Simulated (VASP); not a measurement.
# SnSe in VASP: further runs

The runs below take SnSe through single point, with LDA.

All numbers are computed with VASP 6.6.1; they aren't measurements. Logs are shortened: lines on timing, memory, paths and dates and some standing lists are left out, and cuts for length are marked.

## 1. The cell of the first run

The cell holds a slab with vacuum, 4 atoms: a = 4.286 Å, b = 4.286 Å, c = 10.992 Å, α = 91.14°, β = 91.14°, γ = 91.14°.

## 2. Single point, LDA

File INCAR:

```
PREC     = Accurate       # precision mode
ENCUT    = 520            # plane-wave cutoff, eV
EDIFF    = 1E-6           # SCF threshold, eV
ISMEAR   = 0              # smearing method
SIGMA    = 0.02           # smearing width, eV
LREAL    = F              # projectors in reciprocal space
LASPH    = T              # aspherical terms in the spheres
NELM     = 80             # most SCF steps
ALGO     = Normal         # electronic algorithm
ISIF     = 2              # what is computed and relaxed
LWAVE    = F              # write WAVECAR
LCHARG   = F              # write CHGCAR
GGA      = CA             # functional
NBANDS   = 28             # bands
```

File KPOINTS:

```
regular mesh
0
Gamma
  6 6 2
```

File POSCAR:

```
SnSe
1.0
    4.2853300000     -0.0428533000     -0.0428533000
   -0.0428533000      4.2853300000     -0.0428533000
   -0.1099069000     -0.1099069000     10.9906900000
Sn Se
2 2
Direct
    0.5000000000      0.0000000000      0.3722300000
    0.0000000000      0.5000000000      0.6277700000
    0.5000000000      0.0000000000      0.6160400000
    0.0000000000      0.5000000000      0.3839600000
```

Potentials or basis: VASP PAW LDA potentials, release 64 (Sn_d, Se).

Command:

```
$ cat potpaw_LDA.64/Sn_d/POTCAR potpaw_LDA.64/Se/POTCAR > POTCAR
$ mpirun -np 1 vasp_std > vasp.out
```

OUTCAR:

```text
PREC = Accurate
   ENCUT = 520
   EDIFF = 1E-6
   ISMEAR = 0
   LREAL = F
   LASPH = T
   NELM = 80
   ISIF = 2
   GGA = CA

 ion  position               nearest neighbor table
   1  0.500  0.000  0.372-   3 2.68   4 3.00   4 3.01   4 3.06   4 3.06
   2  0.000  0.500  0.628-   4 2.68   3 3.00   3 3.01   3 3.06   3 3.06
   3  0.500  0.000  0.616-   1 2.68   2 3.00   2 3.01   2 3.06   2 3.06
   4  0.000  0.500  0.384-   2 2.68   1 3.00   1 3.01   1 3.06   1 3.06

  LATTYP: Found a base centered monoclinic cell.
 ALAT       =     6.0003802147
 B/A-ratio  =     1.0200979445
 C/A-ratio  =     2.0619268945
 COS(beta)  =    -0.4597332401

  Lattice vectors:

 A1 = (  -4.2853300000,   0.0428533000,   0.0428533000)
 A2 = (   0.0428533000,  -4.2853300000,   0.0428533000)
 A3 = (   4.1325698000,   4.1325698000,  10.9049834000)

Analysis of symmetry for initial positions (statically):
=====================================================================
 Subroutine PRICEL returns:
 Original cell was already a primitive cell.

 Routine SETGRP: Setting up the symmetry group for a
 base centered monoclinic supercell.

 Subroutine GETGRP returns: Found  4 space group operations
 (whereof  2 operations were pure point group operations)
 out of a pool of  4 trial point group operations.

The static configuration has the point symmetry C_2 .
 The point group associated with its full space group is C_2h.

Analysis of symmetry for dynamics (positions and initial velocities):
=====================================================================
 Subroutine PRICEL returns:
 Original cell was already a primitive cell.

 Routine SETGRP: Setting up the symmetry group for a
 base centered monoclinic supercell.

 Subroutine GETGRP returns: Found  4 space group operations
 (whereof  2 operations were pure point group operations)
 out of a pool of  4 trial point group operations.

The dynamic configuration has the point symmetry C_2 .
 The point group associated with its full space group is C_2h.

 Subroutine INISYM returns: Found  4 space group operations
 (whereof  2 operations are pure point group operations),
 and found     1 'primitive' translations

----------------------------------------------------------------------------------------

                                     Primitive cell

  volume of cell :     201.7727

[... 91 lines left out ...]
   NELM   =     80;   NELMIN=  2; NELMDL= -5     # of ELM steps
   EDIFF  = 0.1E-05   stopping-criterion for ELM
   LREAL  =      F    real-space projection
   EDIFFG = 0.1E-04   stopping-criterion for IOM
   NSW    =      0    number of steps for IOM
   IBRION =     -1    ionic relax: 0-MD 1-quasi-New 2-CG
   NFREE  =      0    steps in history (QN), initial steepest desc. (CG)
   ISIF   =      2    stress and relaxation
   ISYM   =      2    0-nonsym 1-usesym 2-fastsym
   POTIM  = 0.5000    time-step for ionic-motion
   TEBEG  =    0.0;   TEEND  =   0.0 temperature during run
   PSTRESS=    0.0 pullay stress
   NELECT =      40.0000    total number of electrons
   NUPDOWN=      -1.0000    fix difference up-down
   EMIN   =  10.00;   EMAX   =-10.00  energy-range for DOS
   EFERMI =   0.00;   METHOD = LEGACY
   ISMEAR =     0;   SIGMA  =   0.02  broadening in eV -4-tet -1-fermi 0-gaus
   EFERMI_NEDOS =   21; number of points for ismear=-14 and -15
   IALGO  =     38    algorithm
   IMIX   =      4    mixing-type and parameters
     AMIX     =   0.40;   BMIX     =  1.00
     AMIX_MAG =   1.60;   BMIX_MAG =  1.00
  volume/ion in A,a.u.               =      50.44       340.41
  Fermi-wavevector in a.u.,A,eV,Ry     =   0.954569  1.803874 12.397659  0.911202
  Thomas-Fermi vector in A             =   2.083328
   LORBIT       =      0    0 simple, 1 ext, 2 COOP (PROOUT), +10 PAW based schemes
   GGA     = CA    functional components
   LHFCALC =     F    Hartree Fock is set to
   AEXX    =    0.0000 exact exchange contribution
   IVDW    =     0    specifies the selected vdW correction
   LEPSILON=     F    determine dielectric tensor
   LRPA    =     F    only Hartree local field effects (RPA)
 non-spin polarized calculation
 Gauss-broadening in eV      SIGMA  =   0.02
  energy-cutoff  :      520.00
  volume of cell :      201.77
 maximum number of plane-waves:      5475
   NGX = 15   NGY = 15   NGZ = 41

 number of electron      40.0000023 magnetization

 Free energy of the ion-electron system (eV)
  ---------------------------------------------------
  ext. energy  EPLUGINS =         0.00000000
  ---------------------------------------------------
  free energy    TOTEN  =       -18.42164230 eV

  energy without entropy =      -18.42164230  energy(sigma->0) =      -18.42164230

 E-fermi :   0.5092     XC(G=0):  -6.2362

 val. band max:        0.3988746415   @ k =   0.3333   0.0000   0.5000
 cond. band min:       1.8384536319   @ k =   0.3333   0.0000   0.5000
 fundamental gap:      1.4395789904
 Fermi energy:         0.5092316013

 k-point     1 :       0.0000    0.0000    0.0000
  band No.  band energies     occupation
      1     -20.5580      2.00000
      2     -20.5535      2.00000
      3     -20.5524      2.00000
      4     -20.5516      2.00000
      5     -20.5452      2.00000
      6     -20.5219      2.00000
[... 733 lines left out ...]
     27       5.9975      0.00000
     28       6.1996      0.00000

 [... further k-points ...]

------------------------ aborting loop because EDIFF is reached ----------------------------------------

  FORCE on cell =-STRESS in cart. coord.  units (eV):
  Direction    XX          YY          ZZ          XY          YZ          ZX
  --------------------------------------------------------------------------------------
  -------------------------------------------------------------------------------------
  Total       -2.1615493     -2.1615493     -0.6971873      0.6989363      0.1878058      0.1878057
  in kB      -17.1637980    -17.1637980     -5.5360211      5.5499093      1.4912733      1.4912724
  external PRESSURE =     -13.2878724 kB  Pullay stress =       0.0000000 kB

 VOLUME and BASIS-vectors are now :
 -----------------------------------------------------------------------------
  energy-cutoff  :      520.00
  volume of cell :      201.77
      direct lattice vectors                 reciprocal lattice vectors
     4.285330000 -0.042853300 -0.042853300     0.233401409  0.002357590  0.002357590
    -0.042853300  4.285330000 -0.042853300     0.002357590  0.233401409  0.002357590
    -0.109906900 -0.109906900 10.990690000     0.000919237  0.000919237  0.091004483

 POSITION                                       TOTAL-FORCE (eV/Angst)
 -----------------------------------------------------------------------------------
      2.10175     -0.06234      4.06964        -0.004581     -0.004581      0.216465
     -0.09042      2.07367      6.87820         0.004581      0.004581     -0.216465
      2.07496     -0.08913      6.74928         0.063062      0.063062     -0.022418
     -0.06363      2.10047      4.19856        -0.063062     -0.063062      0.022418
 -----------------------------------------------------------------------------------
    total drift:                                0.000000      0.000000      0.000000

  FREE ENERGIE OF THE ION-ELECTRON SYSTEM (eV)
  ---------------------------------------------------
  free  energy   TOTEN  =       -18.4216422951 eV

  energy  without entropy=      -18.4216422951  energy(sigma->0) =      -18.42164230
```

Run time: 88 s. Hardware: 1 thread of AMD EPYC 9R45 (Zen 5), shared host; peak memory 0.27 GiB.

Results:

* Free energy: -18.4216 eV
* Largest force: 0.217 eV/Å
* Band gap on the k mesh: 1.44 eV

Forces in eV/Å, atoms in the order of the input:
```
Sn  -0.005 -0.005  0.216
Sn   0.005  0.005 -0.216
Se   0.063  0.063 -0.022
Se  -0.063 -0.063  0.022
```

Caveat: there is no dipole correction, which matters where the two faces differ; spin-orbit coupling is left out, which moves the levels of the heavy elements.

## 3. Single point, LDA

File INCAR:

```
ALGO = Normal
EDIFF = 1E-7
ENCUT = 520
GGA = CA
ISIF = 2
ISMEAR = 0
LASPH = T
LCHARG = T
LELF = T
LREAL = F
LVHAR = T
LWAVE = F
NBANDS = 28
NELM = 60
PREC = Accurate
SIGMA = 0.02
```

File KPOINTS:

```
k-points
0
Gamma
  6 6 2
```

File POSCAR:

```
SnSe
1.0
    4.2853300000      0.0428533000      0.0428533000
    0.0428533000      4.2853300000      0.0428533000
    0.1099069000      0.1099069000     10.9906900000
Sn Se
2 2
Direct
    0.5000000000      0.0000000000      0.3722300000
    0.0000000000      0.5000000000      0.6277700000
    0.5000000000      0.0000000000      0.6160400000
    0.0000000000      0.5000000000      0.3839600000
```

Potentials or basis: VASP PAW LDA potentials, release 64 (Sn_d, Se).

Command:

```
$ cat potpaw_LDA.64/Sn_d/POTCAR potpaw_LDA.64/Se/POTCAR > POTCAR
$ mpirun -np 1 vasp_std > vasp.out
```

Wall time 91 s (1 thread of AMD EPYC 9R45 (Zen 5), shared host); peak memory 0.27 GiB.

The run converged. Its results:

* Free energy: -18.4218 eV
* Largest force: 0.217 eV/Å
* Band gap on the k mesh: 1.44 eV

Forces in eV/Å, atoms in the order of the input:
```
Sn   0.004  0.004  0.217
Sn  -0.004 -0.004 -0.217
Se  -0.059 -0.059 -0.023
Se   0.059  0.059  0.023
```

Levels at points of the mesh, in eV from the valence-band top:
| k point | band 17 | band 18 | band 19 | band 20 | band 21 | band 22 | band 23 | band 24 |
| --- | --- | --- | --- | --- | --- | --- | --- | --- |
| (0.00, 0.00, 0.00) | -2.82 | -1.71 | -1.51 | -0.19 | 1.65 | 3.83 | 3.84 | 4.19 |
| (0.50, 0.00, 0.00) | -1.44 | -1.40 | -0.19 | -0.18 | 1.51 | 1.54 | 2.09 | 2.13 |
| (0.50, 0.50, 0.00) | -3.16 | -3.10 | -1.67 | -1.52 | 3.60 | 3.79 | 4.71 | 4.78 |
| (0.00, 0.00, 0.50) | -2.82 | -1.71 | -1.51 | -0.19 | 1.51 | 3.83 | 4.19 | 4.62 |
| (0.50, 0.00, 0.50) | -1.44 | -1.40 | -0.19 | -0.18 | 1.51 | 1.54 | 2.09 | 2.13 |
| (0.50, 0.50, 0.50) | -3.16 | -3.10 | -1.67 | -1.52 | 3.57 | 3.75 | 4.77 | 4.81 |

Caveat: there is no dipole correction, which matters where the two faces differ; spin-orbit coupling is left out, which moves the levels of the heavy elements.
